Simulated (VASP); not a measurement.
# ScCuC4N4 (P-43m) in VASP: further runs, part 3 of 3

VASP 6.6.1. The steps go on from the part before.

### 5 Single point, PBE, collinear spin

This run uses another cell than the first one, of 21.74 Å³/atom.

The input, INCAR:

```
  ALGO = Normal
  EDIFF = 1E-7
  ENCUT = 520
  GGA = PE
  ISIF = 2
  ISMEAR = 0
  ISPIN = 2
  LASPH = True
  LCHARG = False
  LMAXMIX = 4
  LORBIT = 11
  LREAL = False
  LWAVE = False
  MAGMOM = 0 1 0 0 0 0 0 0 0 0
  NBANDS = 44
  NELM = 150
  PREC = Accurate
  SIGMA = 0.1
```

The input, KPOINTS:

```
k-points
0
Gamma
  4 4 4
```

The input, POSCAR:

```
ScCuC4N4
1.0
    6.0125257000      0.0000000000      0.0000000000
    0.0000000000      6.0125257000      0.0000000000
    0.0000000000      0.0000000000      6.0125257000
Sc Cu C N
1 1 4 4
Direct
    0.5000000000      0.5000000000      0.5000000000
    0.0000000000      0.0000000000      0.0000000000
    0.1840791200      0.1840791200      0.1840791200
    0.1840791200      0.8159208800      0.8159208800
    0.8159208800      0.1840791200      0.8159208800
    0.8159208800      0.8159208800      0.1840791200
    0.2964278900      0.2964278900      0.2964278900
    0.2964278900      0.7035721100      0.7035721100
    0.7035721100      0.2964278900      0.7035721100
    0.7035721100      0.7035721100      0.2964278900
```

Potentials or basis: VASP PAW PBE potentials, release 64 (Sc_sv, Cu, C, N).

Command:

```bash
cat potpaw_PBE.64/Sc_sv/POTCAR potpaw_PBE.64/Cu/POTCAR potpaw_PBE.64/C/POTCAR potpaw_PBE.64/N/POTCAR > POTCAR
mpirun -np 1 vasp_std > vasp.out
```

OUTCAR:

```text
EDIFF = 1E-7
   ENCUT = 520
   GGA = PE
   ISIF = 2
   ISMEAR = 0
   ISPIN = 2
   LASPH = True
   LORBIT = 11
   LREAL = False
   NELM = 150
   PREC = Accurate

 ion  position               nearest neighbor table
   1  0.500  0.500  0.500-   7 2.12   8 2.12   9 2.12  10 2.12
   2  0.000  0.000  0.000-   3 1.92   4 1.92   5 1.92   6 1.92
   3  0.184  0.184  0.184-   7 1.17   2 1.92
   4  0.184  0.816  0.816-   8 1.17   2 1.92
   5  0.816  0.184  0.816-   9 1.17   2 1.92
   6  0.816  0.816  0.184-  10 1.17   2 1.92
   7  0.296  0.296  0.296-   3 1.17   1 2.12
   8  0.296  0.704  0.704-   4 1.17   1 2.12
   9  0.704  0.296  0.704-   5 1.17   1 2.12
  10  0.704  0.704  0.296-   6 1.17   1 2.12

  LATTYP: Found a simple cubic cell.
 ALAT       =     6.0125257000

  Lattice vectors:

 A1 = (   6.0125257000,   0.0000000000,   0.0000000000)
 A2 = (   0.0000000000,   6.0125257000,   0.0000000000)
 A3 = (   0.0000000000,   0.0000000000,   6.0125257000)

Analysis of symmetry for initial positions (statically):
=====================================================================
 Subroutine PRICEL returns:
 Original cell was already a primitive cell.

 Routine SETGRP: Setting up the symmetry group for a
 simple cubic supercell.

 Subroutine GETGRP returns: Found 24 space group operations
 (whereof 24 operations were pure point group operations)
 out of a pool of 48 trial point group operations.

The static configuration has the point symmetry T_d .

Analysis of symmetry for dynamics (positions and initial velocities):
=====================================================================
 Subroutine PRICEL returns:
 Original cell was already a primitive cell.

[... 625 lines left out ...]
 k-point     1 :       0.0000    0.0000    0.0000
  band No.  band energies     occupation
      1     -51.4324      1.00000
      2     -30.0426      1.00000
      3     -30.0426      1.00000
      4     -30.0426      1.00000
      5     -18.7490      1.00000
      6     -18.6497      1.00000
[... 429 lines left out ...]
     40       4.3414      0.00000
     41       4.3414      0.00000
 [bands above 41 left out]

------------------------ aborting loop because EDIFF is reached ----------------------------------------

  FORCE on cell =-STRESS in cart. coord.  units (eV):
  Direction    XX          YY          ZZ          XY          YZ          ZX
  --------------------------------------------------------------------------------------
  -------------------------------------------------------------------------------------
  Total        0.7524973      0.7524973      0.7524973     -0.0000000      0.0000000     -0.0000000
  in kB        5.5468282      5.5468282      5.5468282     -0.0000000      0.0000000     -0.0000000
  external PRESSURE =       5.5468282 kB  Pullay stress =       0.0000000 kB

 VOLUME and BASIS-vectors are now :
 -----------------------------------------------------------------------------
  energy-cutoff  :      520.00
  volume of cell :      217.36
      direct lattice vectors                 reciprocal lattice vectors
     6.012525700  0.000000000  0.000000000     0.166319455  0.000000000  0.000000000
     0.000000000  6.012525700  0.000000000     0.000000000  0.166319455  0.000000000
     0.000000000  0.000000000  6.012525700     0.000000000  0.000000000  0.166319455

 POSITION                                       TOTAL-FORCE (eV/Angst)
 -----------------------------------------------------------------------------------
      3.00626      3.00626      3.00626         0.000000     -0.000000     -0.000000
      0.00000      0.00000      0.00000         0.000000     -0.000000     -0.000000
      1.10678      1.10678      1.10678        -0.710259     -0.710259     -0.710259
      1.10678      4.90575      4.90575        -0.710259      0.710259      0.710259
      4.90575      1.10678      4.90575         0.710259     -0.710259      0.710259
      4.90575      4.90575      1.10678         0.710259      0.710259     -0.710259
      1.78228      1.78228      1.78228         1.061208      1.061208      1.061208
      1.78228      4.23025      4.23025         1.061208     -1.061208     -1.061208
      4.23025      1.78228      4.23025        -1.061208      1.061208     -1.061208
      4.23025      4.23025      1.78228        -1.061208     -1.061208      1.061208
 -----------------------------------------------------------------------------------
    total drift:                                0.000000      0.000000     -0.000000

  FREE ENERGIE OF THE ION-ELECTRON SYSTEM (eV)
  ---------------------------------------------------
  free  energy   TOTEN  =       -80.3621200875 eV

  energy  without entropy=      -80.3621200875  energy(sigma->0) =      -80.36212009

 total charge

# of ion       s       p       d       tot
------------------------------------------
    1        2.209   6.185   0.921   9.315
    2        0.462   0.695   9.072  10.230
    3        0.975   1.577   0.000   2.552
    4        0.975   1.577   0.000   2.552
    5        0.975   1.577   0.000   2.552
    6        0.975   1.577   0.000   2.552
    7        1.301   2.639   0.000   3.941
    8        1.301   2.639   0.000   3.941
    9        1.301   2.639   0.000   3.941
   10        1.301   2.639   0.000   3.941
--------------------------------------------------
tot         11.774  23.746   9.994  45.513

 magnetization (x)

# of ion       s       p       d       tot
------------------------------------------
    1        0.000   0.000  -0.000   0.000
    2       -0.000   0.000   0.000   0.000
    3        0.000  -0.000   0.000  -0.000
    4        0.000  -0.000   0.000  -0.000
    5        0.000  -0.000   0.000  -0.000
    6        0.000  -0.000   0.000  -0.000
    7       -0.000   0.000   0.000   0.000
    8       -0.000   0.000   0.000   0.000
    9       -0.000   0.000   0.000   0.000
   10       -0.000   0.000   0.000   0.000
--------------------------------------------------
tot          0.000   0.000   0.000   0.000
```

OSZICAR:

```text
N       E                     dE             d eps       ncg     rms          rms(c)
DAV:   1     0.686362959886E+03    0.68636E+03   -0.24019E+04  1760   0.122E+03
DAV:   2     0.440499709790E+02   -0.64231E+03   -0.60554E+03  1760   0.358E+02
DAV:   3    -0.864475907884E+02   -0.13050E+03   -0.12683E+03  2608   0.171E+02
[... 13 lines left out ...]
DAV:  17    -0.803621202631E+02    0.18284E-04   -0.20663E-04  2860   0.236E-01    0.122E-02
DAV:  18    -0.803621215246E+02   -0.12615E-05   -0.11536E-05  2744   0.217E-02    0.117E-02
DAV:  19    -0.803621199474E+02    0.15773E-05   -0.10834E-05  2344   0.607E-02    0.285E-03
DAV:  20    -0.803621201454E+02   -0.19807E-06   -0.10876E-06  2248   0.447E-03    0.308E-03
DAV:  21    -0.803621200875E+02    0.57931E-07   -0.94018E-08  1060   0.589E-03
   1 F= -.80362120E+02 E0= -.80362120E+02  d E =-.407041E-13  mag=     0.0000
```

stdout:

```text
POSCAR found type information on POSCAR ScCuC N
 POSCAR found :  4 types and      10 ions
 scaLAPACK will be used
 LDA part: xc-table for (Slater+PW92), standard interpolation
 POSCAR, INCAR and KPOINTS ok, starting setup
 FFT: planning ... GRIDC
 FFT: planning ... GRID_SOFT
 FFT: planning ... GRID
 WAVECAR not read
 entering main loop
```

Wall time 7.9 min (1 thread of Intel Xeon 8259CL, shared host); peak memory 0.5 GiB.

Results:

| Quantity | Value |
| --- | --- |
| Free energy | -80.3621 eV |
| Pressure | 0.6 GPa |
| Largest force | 1.838 eV/Å |
| Band gap on the k mesh | 2.42 eV (least direct gap 2.44 eV) |
| Net moment | 0.00 μB per cell |
| Valence electrons inside the program's atomic spheres | Sc 9.31; Cu 10.23; C 2.55; N 3.94 |

Forces on the atoms (eV/Å):
```
Sc   0.000  0.000  0.000
Cu   0.000  0.000  0.000
C   -0.710 -0.710 -0.710
C   -0.710  0.710  0.710
C    0.710 -0.710  0.710
C    0.710  0.710 -0.710
N    1.061  1.061  1.061
N    1.061 -1.061 -1.061
N   -1.061  1.061 -1.061
N   -1.061 -1.061  1.061
```

Levels at points of the mesh, in eV from the valence-band top:
Spin up:
```csv
k point,band 25,band 26,band 27,band 28,band 29,band 30,band 31,band 32,band 33,band 34
"(0.00, 0.00, 0.00)",-1.29,-1.29,-0.05,-0.05,-0.05,2.42,2.42,2.94,2.94,2.94
"(0.50, 0.00, 0.00)",-1.25,-1.16,-0.13,-0.03,-0.03,2.43,2.49,3.19,3.28,3.28
"(0.50, 0.50, 0.00)",-1.23,-1.15,-0.11,0.00,0.00,2.46,2.46,3.22,3.35,3.35
"(0.50, 0.50, 0.50)",-1.27,-1.27,-0.01,-0.01,-0.01,2.43,2.43,3.21,3.21,3.21
```
Spin down:
```
           k point  band 25  band 26  band 27  band 28  band 29  band 30  band 31  band 32  band 33  band 34
(0.00, 0.00, 0.00)    -1.29    -1.29    -0.05    -0.05    -0.05     2.42     2.42     2.94     2.94     2.94
(0.50, 0.00, 0.00)    -1.25    -1.16    -0.13    -0.03    -0.03     2.43     2.49     3.19     3.28     3.28
(0.50, 0.50, 0.00)    -1.23    -1.15    -0.11     0.00     0.00     2.46     2.46     3.22     3.35     3.35
(0.50, 0.50, 0.50)    -1.27    -1.27    -0.01    -0.01    -0.01     2.43     2.43     3.21     3.21     3.21
```

Caveat: forces of over 1 eV/Å act on the atoms, so gaps and moduli don't describe the material at rest. A k mesh can miss the band edges.

### 6 The runs side by side

| task | spin | cell | cutoff (eV) | smearing | gap on the mesh (eV) | pressure (GPa) | moment (μB) | largest force (eV/Å) |
| --- | --- | --- | --- | --- | --- | --- | --- | --- |
| single point | off | a = 5.978 Å, 10 atoms, atomic positions A | 520 | gaussian 0.02 eV | 2.63 | 0.5 | - | 0.30 |
| relaxation of cell and atoms | off | relaxed from a = 5.978 Å, 10 atoms, atomic positions A | 600 | gaussian 0.02 eV | 2.63 | 0.0 | - | 0.01 |
| single point | collinear | a = 5.978 Å, 10 atoms, atomic positions A | 520 | gaussian 0.1 eV | 2.63 | 0.4 | 0.00 | 0.30 |
| single point | collinear | a = 6.013 Å, 10 atoms, atomic positions B | 520 | gaussian 0.1 eV | 2.42 | 0.6 | 0.00 | 1.84 |

Alike in all rows: level PBE; potentials or basis VASP PAW PBE potentials, release 64 (Sc_sv, Cu, C, N); k mesh 4 × 4 × 4.

Caveats: forces of over 1 eV/Å act on the atoms, so gaps and moduli don't describe the material at rest (at least some runs).

Total energies depend on the potentials used, so only differences within one code and one set of settings carry meaning.
